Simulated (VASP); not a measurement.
# TiO2 (Cmmm) in VASP: a series of runs

The runs below take TiO2 through single point, with PBE.

Program: VASP 6.6.1. These are calculated values, not measurements. Logs are shortened: lines on timing, memory, paths and dates and some standing lists are left out, and cuts for length are marked.

### Step 1. The cell of the first run

Symmetry: Cmmm, No. 65, orthorhombic system. The conventional cell has a = 6.542 Å, b = 6.591 Å, c = 2.964 Å, α = 90.00°, β = 90.00°, γ = 90.00°. Within 2.6 Å of Ti (site symmetry mmm) lie 6 O at 1.95 to 2.01 Å. Ti (site symmetry mmm) has 6 O at 1.96 to 2.00 Å within 2.6 Å. Within 2.6 Å of O (site symmetry m2m) lie 3 Ti at 1.96 to 2.01 Å and 1 O at 2.57 Å. Within 2.6 Å of O (site symmetry 2mm) lie 3 Ti at 1.95 to 2.00 Å and 1 O at 2.55 Å.

### Step 2. Single point, PBE (strain +0.0075 x Voigt [0, 0, 0, 0, 0, 1])

Input file INCAR:

```
PREC     = Accurate       # precision mode
ENCUT    = 520            # plane-wave cutoff, eV
EDIFF    = 1E-6           # SCF threshold, eV
ISMEAR   = 0              # smearing method
SIGMA    = 0.05           # smearing width, eV
LREAL    = False          # projectors in reciprocal space
LASPH    = True           # aspherical terms in the spheres
NELM     = 60             # most SCF steps
ALGO     = Normal         # electronic algorithm
ISIF     = 2              # what is computed and relaxed
LWAVE    = False          # write WAVECAR
LCHARG   = False          # write CHGCAR
GGA      = PE             # functional
NBANDS   = 33             # bands
```

Input file KPOINTS:

```
Automatic mesh
0
Gamma
  6 6 10
```

Input file POSCAR:

```
TiO2
1.0
    4.6430645122      0.0174114919      0.0000000000
    0.0174114919      4.6430645122      0.0000000000
    0.0000000000      0.0000000000      2.9640243990
Ti O
2 4
Direct
    0.0000000000      0.0000000000      0.0000000000
    0.5000000000      0.5000000000      0.5000000000
    0.3051105247      0.3051105247      0.0000000000
    0.1948894753      0.8051105247      0.5000000000
    0.6948894753      0.6948894753      0.0000000000
    0.8051105247      0.1948894753      0.5000000000
```

Potentials or basis: VASP PAW PBE potentials, release 64 (Ti_sv, O).

On the command line:

```sh
> cat potpaw_PBE.64/Ti_sv/POTCAR potpaw_PBE.64/O/POTCAR > POTCAR
> mpirun -np 1 vasp_std > vasp.out
```

OUTCAR:

```text
PREC = Accurate
   ENCUT = 520
   EDIFF = 1E-6
   ISMEAR = 0
   LREAL = False
   LASPH = True
   NELM = 60
   ISIF = 2
   GGA = PE

 ion  position               nearest neighbor table
   1  0.000  0.000  0.000-   4 1.95   6 1.95   4 1.95   6 1.95   5 2.01   3 2.01
   2  0.500  0.500  0.500-   3 1.96   5 1.96   3 1.96   5 1.96   4 2.00   6 2.00
   3  0.305  0.305  0.000-   2 1.96   2 1.96   1 2.01
   4  0.195  0.805  0.500-   1 1.95   1 1.95   2 2.00
   5  0.695  0.695  0.000-   2 1.96   2 1.96   1 2.01
   6  0.805  0.195  0.500-   1 1.95   1 1.95   2 2.00

  LATTYP: Found a base centered orthorhombic cell.
 ALAT       =     6.5416612361
 B/A-ratio  =     1.0075282309
 C/A-ratio  =     0.4530996473

  Lattice vectors:

 A1 = (  -0.0174114919,  -4.6430645122,   0.0000000000)
 A2 = (   4.6430645122,   0.0174114919,   0.0000000000)
 A3 = (   0.0000000000,   0.0000000000,   2.9640243990)

Analysis of symmetry for initial positions (statically):
=====================================================================
 Subroutine PRICEL returns:
 Original cell was already a primitive cell.

 Routine SETGRP: Setting up the symmetry group for a
 base centered orthorhombic supercell.

 Subroutine GETGRP returns: Found  8 space group operations
 (whereof  8 operations were pure point group operations)
 out of a pool of  8 trial point group operations.

The static configuration has the point symmetry D_2h.

Analysis of symmetry for dynamics (positions and initial velocities):
=====================================================================
 Subroutine PRICEL returns:
 Original cell was already a primitive cell.

 Routine SETGRP: Setting up the symmetry group for a
 base centered orthorhombic supercell.

 Subroutine GETGRP returns: Found  8 space group operations
 (whereof  8 operations were pure point group operations)
 out of a pool of  8 trial point group operations.

The dynamic configuration has the point symmetry D_2h.

 Subroutine INISYM returns: Found  8 space group operations
 (whereof  8 operations are pure point group operations),
 and found     1 'primitive' translations

----------------------------------------------------------------------------------------

                                     Primitive cell

  volume of cell :      63.8977

  direct lattice vectors                    reciprocal lattice vectors
     4.643064512  0.017411492  0.000000000     0.215378025 -0.000807668  0.000000000
     0.017411492  4.643064512  0.000000000    -0.000807668  0.215378025  0.000000000
     0.000000000  0.000000000  2.964024399     0.000000000  0.000000000  0.337379139

  length of vectors
     4.643097159  4.643097159  2.964024399     0.215379539  0.215379539  0.337379139

  position of ions in fractional coordinates (direct lattice)
     0.000000000  0.000000000  0.000000000
     0.500000000  0.500000000  0.500000000
     0.305110525  0.305110525  0.000000000
     0.194889475  0.805110525  0.500000000
     0.694889475  0.694889475  0.000000000
     0.805110525  0.194889475  0.500000000

  ion indices of the primitive-cell ions
   primitive index   ion index
                 1           1
                 2           2
                 3           3
                 4           4
                 5           5
                 6           6

----------------------------------------------------------------------------------------

 KPOINTS: Automatic mesh

Automatic generation of k-mesh.
 Grid dimensions read from file:
 generate k-points for:    6    6   10

 Generating k-lattice:

  Cartesian coordinates                     Fractional coordinates (reciprocal lattice)
     0.035896337 -0.000134611  0.000000000     0.166666667 -0.000000000  0.000000000
    -0.000134611  0.035896337  0.000000000    -0.000000000  0.166666667  0.000000000
     0.000000000  0.000000000  0.033737914     0.000000000  0.000000000  0.100000000

  Length of vectors
     0.035896590  0.035896590  0.033737914

  Shift w.r.t. Gamma in fractional coordinates (k-lattice)
     0.000000000  0.000000000  0.000000000

 Subroutine IBZKPT returns following result:
 ===========================================

 Found     78 irreducible k-points:

 Following reciprocal coordinates:
            Coordinates               Weight
  0.000000  0.000000  0.000000      1.000000
  0.166667  0.000000  0.000000      4.000000
  0.333333 -0.000000  0.000000      4.000000
  0.500000 -0.000000  0.000000      2.000000
  0.166667  0.166667  0.000000      2.000000
  0.333333  0.166667  0.000000      4.000000
[... 16 lines left out ...]
  0.333333  0.333333  0.100000      4.000000
  0.500000  0.333333  0.100000      8.000000
 [... further k-points ...]
   k-points           NKPTS =     78   k-points in BZ     NKDIM =     78   number of bands    NBANDS=     33
   number of dos      NEDOS =    301   number of ions     NIONS =      6
   total plane-waves  NPLWV =  31104
   dimension x,y,z NGX =    36 NGY =   36 NGZ =   24
   dimension x,y,z NGXF=    72 NGYF=   72 NGZF=   48
   ions per type =               2   4
   NGX,Y,Z   is equivalent  to a cutoff of  12.89, 12.89, 13.46 a.u.
   NGXF,Y,Z  is equivalent  to a cutoff of  25.78, 25.78, 26.92 a.u.
 SYSTEM =  unknown system
   PREC   = accura    normal or accurate (medium, high low for compatibility)
   ISTART =      0    job   : 0-new  1-cont  2-samecut
   ICHARG =      2    charge: 1-file 2-atom 10-const
   ISPIN  =      1    spin polarized calculation?
   LNONCOLLINEAR =      F non collinear calculations
   LSORBIT =      F    spin-orbit coupling
   LASPH  =      T    aspherical Exc in radial PAW
   ENCUT  =  520.0 eV  38.22 Ry    6.18 a.u.   8.63  8.63  5.51*2*pi/ulx,y,z
   NELM   =     60;   NELMIN=  2; NELMDL= -5     # of ELM steps
   EDIFF  = 0.1E-05   stopping-criterion for ELM
   LREAL  =      F    real-space projection
   EDIFFG = 0.1E-04   stopping-criterion for IOM
   NSW    =      0    number of steps for IOM
   IBRION =     -1    ionic relax: 0-MD 1-quasi-New 2-CG
   NFREE  =      0    steps in history (QN), initial steepest desc. (CG)
   ISIF   =      2    stress and relaxation
   ISYM   =      2    0-nonsym 1-usesym 2-fastsym
   POTIM  = 0.5000    time-step for ionic-motion
   TEBEG  =    0.0;   TEEND  =   0.0 temperature during run
   PSTRESS=    0.0 pullay stress
   NELECT =      48.0000    total number of electrons
   NUPDOWN=      -1.0000    fix difference up-down
   EMIN   =  10.00;   EMAX   =-10.00  energy-range for DOS
   EFERMI =   0.00;   METHOD = LEGACY
   ISMEAR =     0;   SIGMA  =   0.05  broadening in eV -4-tet -1-fermi 0-gaus
   EFERMI_NEDOS =   21; number of points for ismear=-14 and -15
   IALGO  =     38    algorithm
   IMIX   =      4    mixing-type and parameters
     AMIX     =   0.40;   BMIX     =  1.00
     AMIX_MAG =   1.60;   BMIX_MAG =  1.00
  volume/ion in A,a.u.               =      10.65        71.87
  Fermi-wavevector in a.u.,A,eV,Ry     =   1.488196  2.812283 30.133205  2.214728
  Thomas-Fermi vector in A             =   2.601261
   LORBIT       =      0    0 simple, 1 ext, 2 COOP (PROOUT), +10 PAW based schemes
   GGA     = PE    functional components
   LHFCALC =     F    Hartree Fock is set to
   AEXX    =    0.0000 exact exchange contribution
   IVDW    =     0    specifies the selected vdW correction
   LEPSILON=     F    determine dielectric tensor
   LRPA    =     F    only Hartree local field effects (RPA)
 non-spin polarized calculation
 Gauss-broadening in eV      SIGMA  =   0.05
  energy-cutoff  :      520.00
  volume of cell :       63.90
 maximum number of plane-waves:      1738
 NGX is ok and might be reduce to    36
   NGX = 17   NGY = 17   NGZ = 11

 number of electron      48.0000021 magnetization

 Free energy of the ion-electron system (eV)
  ---------------------------------------------------
  ext. energy  EPLUGINS =         0.00000000
  ---------------------------------------------------
  free energy    TOTEN  =       -53.67383531 eV

  energy without entropy =      -53.67383531  energy(sigma->0) =      -53.67383531

 E-fermi :   4.9169     XC(G=0): -11.2850

 val. band max:        4.5783260464   @ k =   0.0000   0.0000   0.0000
 cond. band min:       6.4128936713   @ k =   0.0000   0.0000   0.0000
 fundamental gap:      1.8345676249
 Fermi energy:         4.9169250983

 k-point     1 :       0.0000    0.0000    0.0000
  band No.  band energies     occupation
      1     -52.3906      2.00000
      2     -52.3571      2.00000
      3     -28.6830      2.00000
      4     -28.6552      2.00000
      5     -28.5188      2.00000
      6     -28.5161      2.00000
[... 25 lines left out ...]
     32      11.0221      0.00000
     33      11.0756      0.00000

 k-point     2 :       0.1667    0.0000    0.0000
  band No.  band energies     occupation
      1     -52.3902      2.00000
      2     -52.3575      2.00000
      3     -28.6752      2.00000
      4     -28.6470      2.00000
      5     -28.5279      2.00000
      6     -28.5248      2.00000
[... 25 lines left out ...]
     32      10.9457      0.00000
     33      10.9970      0.00000

 k-point     3 :       0.3333   -0.0000    0.0000
  band No.  band energies     occupation
      1     -52.3893      2.00000
      2     -52.3584      2.00000
      3     -28.6559      2.00000
      4     -28.6246      2.00000
      5     -28.5520      2.00000
      6     -28.5457      2.00000
[... 25 lines left out ...]
     32      10.7824      0.00000
     33      10.8337      0.00000

 k-point     4 :       0.5000   -0.0000    0.0000
  band No.  band energies     occupation
      1     -52.3889      2.00000
      2     -52.3588      2.00000
      3     -28.6428      2.00000
      4     -28.6033      2.00000
      5     -28.5740      2.00000
      6     -28.5597      2.00000
[... 25 lines left out ...]
     32      10.4917      0.00000
     33      10.7112      0.00000

 k-point     5 :       0.1667    0.1667    0.0000
  band No.  band energies     occupation
      1     -52.3899      2.00000
      2     -52.3578      2.00000
      3     -28.6854      2.00000
      4     -28.6222      2.00000
      5     -28.5538      2.00000
      6     -28.5147      2.00000
[... 604 lines left out ...]
 k-point    22 :      -0.1667    0.1667    0.1000
  band No.  band energies     occupation
      1     -52.3861      2.00000
      2     -52.3543      2.00000
      3     -28.6480      2.00000
      4     -28.6448      2.00000
      5     -28.5516      2.00000
      6     -28.5145      2.00000
[... 25 lines left out ...]
     32      10.5730      0.00000
     33      10.8703      0.00000

 k-point    23 :       0.3333    0.3333    0.1000
  band No.  band energies     occupation
      1     -52.3853      2.00000
      2     -52.3550      2.00000
      3     -28.6791      2.00000
      4     -28.6237      2.00000
      5     -28.5455      2.00000
      6     -28.5182      2.00000
[... 25 lines left out ...]
     32      10.4492      0.00000
     33      10.8721      0.00000

 k-point    24 :       0.5000    0.3333    0.1000
  band No.  band energies     occupation
      1     -52.3852      2.00000
      2     -52.3551      2.00000
      3     -28.6724      2.00000
      4     -28.6468      2.00000
      5     -28.5267      2.00000
      6     -28.5200      2.00000
[... 25 lines left out ...]
     32      10.2959      0.00000
     33      10.8182      0.00000

 [... further k-points ...]
[... 5 lines left out ...]
  --------------------------------------------------------------------------------------
  -------------------------------------------------------------------------------------
  Total        0.2283134      0.2283134      0.3471826     -0.6392927      0.0000000      0.0000000
  in kB        5.7247558      5.7247558      8.7052940    -16.0296947      0.0000000      0.0000000
  external PRESSURE =       6.7182685 kB  Pullay stress =       0.0000000 kB

 VOLUME and BASIS-vectors are now :
 -----------------------------------------------------------------------------
  energy-cutoff  :      520.00
  volume of cell :       63.90
      direct lattice vectors                 reciprocal lattice vectors
     4.643064512  0.017411492  0.000000000     0.215378025 -0.000807668  0.000000000
     0.017411492  4.643064512  0.000000000    -0.000807668  0.215378025  0.000000000
     0.000000000  0.000000000  2.964024399     0.000000000  0.000000000  0.337379139

 POSITION                                       TOTAL-FORCE (eV/Angst)
 -----------------------------------------------------------------------------------
      0.00000      0.00000      0.00000        -0.000000     -0.000000      0.000000
      2.33024      2.33024      1.48201        -0.000000     -0.000000      0.000000
      1.42196      1.42196      0.00000        -0.022776     -0.022776      0.000000
      0.91890      3.74157      1.48201         0.013663     -0.013663      0.000000
      3.23852      3.23852      0.00000         0.022776      0.022776      0.000000
      3.74157      0.91890      1.48201        -0.013663      0.013663      0.000000
 -----------------------------------------------------------------------------------
    total drift:                                0.000000      0.000000     -0.000000

  FREE ENERGIE OF THE ION-ELECTRON SYSTEM (eV)
  ---------------------------------------------------
  free  energy   TOTEN  =       -53.6738353107 eV

  energy  without entropy=      -53.6738353107  energy(sigma->0) =      -53.67383531
```

Wall time 2.5 min (1 thread of Intel Xeon 8259CL, shared host); peak memory 0.26 GiB.

Results:

| Property | Result |
| --- | --- |
| Free energy | -53.6738 eV |
| Pressure | 0.7 GPa |
| Largest force | 0.032 eV/Å |
| Band gap on the k mesh | 1.83 eV |

Forces on the atoms (eV/Å):
```
Ti   0.000  0.000  0.000
Ti   0.000  0.000  0.000
O   -0.023 -0.023  0.000
O    0.014 -0.014  0.000
O    0.023  0.023  0.000
O   -0.014  0.014  0.000
```

Caveat: the cell differs from its parent crystal (strain +0.0075 x Voigt [0, 0, 0, 0, 0, 1]). A k mesh can miss the band edges.

### Step 3. Single point, PBE (strain +0.0025 x Voigt [0, 0, 0, 0, 0, 1])

Input file INCAR:

```
ALGO     = Normal         # electronic algorithm
EDIFF    = 1E-7           # SCF threshold, eV
ENCUT    = 520            # plane-wave cutoff, eV
GGA      = PE             # functional
ISIF     = 2              # what is computed and relaxed
ISMEAR   = 0              # smearing method
LASPH    = T              # aspherical terms in the spheres
LCHARG   = T              # write CHGCAR
LELF     = T              # ELF
LREAL    = F              # projectors in reciprocal space
LVHAR    = T            
LWAVE    = F              # write WAVECAR
NBANDS   = 33             # bands
NELM     = 60             # most SCF steps
PREC     = Accurate       # precision mode
SIGMA    = 0.05           # smearing width, eV
```

Input file KPOINTS:

```
k-points
0
Gamma
  6 6 10
```

Edit POSCAR of step 2 so:

```diff
@@ -2,4 +2,4 @@
 1.0
-    4.6430645122      0.0174114919      0.0000000000
-    0.0174114919      4.6430645122      0.0000000000
+    4.6430645122      0.0058038306      0.0000000000
+    0.0058038306      4.6430645122      0.0000000000
     0.0000000000      0.0000000000      2.9640243990
```

Potentials or basis: VASP PAW PBE potentials, release 64 (Ti_sv, O).

On the command line:

```sh
> cat potpaw_PBE.64/Ti_sv/POTCAR potpaw_PBE.64/O/POTCAR > POTCAR
> mpirun -np 1 vasp_std > vasp.out
```

Wall time 3 min (1 thread of Intel Xeon 8259CL, shared host); peak memory 0.26 GiB.

The run converged. Its results:

```
Free energy            : -53.6760 eV
Pressure               : 0.7 GPa
Largest force          : 0.029 eV/Å
Band gap on the k mesh : 1.83 eV
```

Forces on the atoms (eV/Å):
```
Ti   0.000  0.000  0.000
Ti   0.000  0.000  0.000
O   -0.020 -0.020  0.000
O    0.017 -0.017  0.000
O    0.020  0.020  0.000
O   -0.017  0.017  0.000
```

Stress tensor (GPa, compression positive):
```
 0.58 -0.53  0.00
-0.53  0.58  0.00
 0.00  0.00  0.87
```

Levels at points of the mesh, in eV from the valence-band top:
```csv
k point,band 22,band 23,band 24,band 25,band 26,band 27
"(0.00, 0.00, 0.00)",-0.44,-0.43,0.00,1.83,2.12,2.39
"(0.50, 0.00, 0.00)",-1.54,-0.71,-0.71,2.48,2.48,2.94
"(0.50, 0.50, 0.00)",-1.23,-1.04,-1.04,1.86,1.87,2.48
"(0.00, 0.00, 0.50)",-2.22,-1.41,-1.39,2.87,2.89,3.13
"(0.50, 0.00, 0.50)",-1.98,-0.99,-0.98,1.88,1.88,3.15
"(0.50, 0.50, 0.50)",-1.20,-0.67,-0.67,2.52,2.54,3.15
```

Caveat: the cell differs from its parent crystal (strain +0.0025 x Voigt [0, 0, 0, 0, 0, 1]). A k mesh can miss the band edges.
